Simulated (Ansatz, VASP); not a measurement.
**LiCl in VASP and in Ansatz**

```
CELL_PARAMETERS angstrom
3.57495 0.00000 0.00000
-1.78747 3.09600 0.00000
0.00000 0.00000 6.02408
ATOMIC_POSITIONS crystal
Li 0.00000 0.00000 0.00000
Li 0.00000 0.00000 0.50000
Cl 0.33333 0.66667 0.25000
Cl 0.66667 0.33333 0.75000
```

Alike in both runs: task single point; functional LDA; k mesh 12 × 12 × 4; no spin polarisation.

```csv
,VASP,Ansatz
version,VASP 6.6.1,Ansatz 0.2.0
potentials or method,"VASP PAW LDA potentials, release 64 (Li_sv, Cl)","plane waves, PAW"
plane-wave cutoff (eV),520,420
occupations,"gaussian, width 0.01 eV",fixed
valence electrons in the cell,20,20
```

VASP gave:

* gap on the k mesh at the Fermi level (eV): 6.03

Task: Estimate Ansatz's values.

Result: gap on the k mesh at the Fermi level (eV): 6.01.

LDA's correlation is that of Perdew and Zunger in VASP and of Perdew and Wang (1992) in Ansatz.

Noted on VASP's run: the cutoff is short for stress, so the pressure is rough.
